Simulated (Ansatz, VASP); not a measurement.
# CO2 in VASP and in Ansatz

```
C O
1.0
     2.63591   -2.38738    0.00000
     2.63591    2.38738    0.00000
     0.00000    0.00000    6.58717
C O
2 4
Direct
  0.00000 0.00000 0.00000
  0.50000 0.50000 0.50000
  0.80536 0.19464 0.89262
  0.19464 0.80536 0.10738
  0.69464 0.30536 0.39262
  0.30536 0.69464 0.60738
```

Alike in both runs: functional PBE; k mesh 9 × 9 × 5; occupations fermi-dirac, width 0.01 eV; no spin polarisation.

Ansatz relaxed the structure, and its values are those at the end. VASP's run is a single point on that final structure, the one shown.

|  | VASP | Ansatz |
| --- | --- | --- |
| version | VASP 6.6.1 | Ansatz 0.2.0 |
| potentials or method | VASP PAW PBE potentials, release 64 (C, O) | plane-wave PAW, scalar-relativistic |
| plane-wave cutoff (eV) | 520 | 420 |
| valence electrons in the cell | 32 | 32 |

|  | VASP | Ansatz | Ansatz less VASP |
| --- | --- | --- | --- |
| gap on the k mesh at the Fermi level (eV) | 6.62 | 6.64 | +0.023 |
| pressure (GPa) | 3.9 | 2.3 | -1.62 |
| rms of the force components (eV/Å) | 0.306 | 0.006 | -0.3000 |

The functional is the same, so the differences come from potentials, cutoffs and numerics. Ansatz's warnings: stress scf threshold loose.

Noted on VASP's run: the standard files for N, O and F lose accuracy on very short bonds.
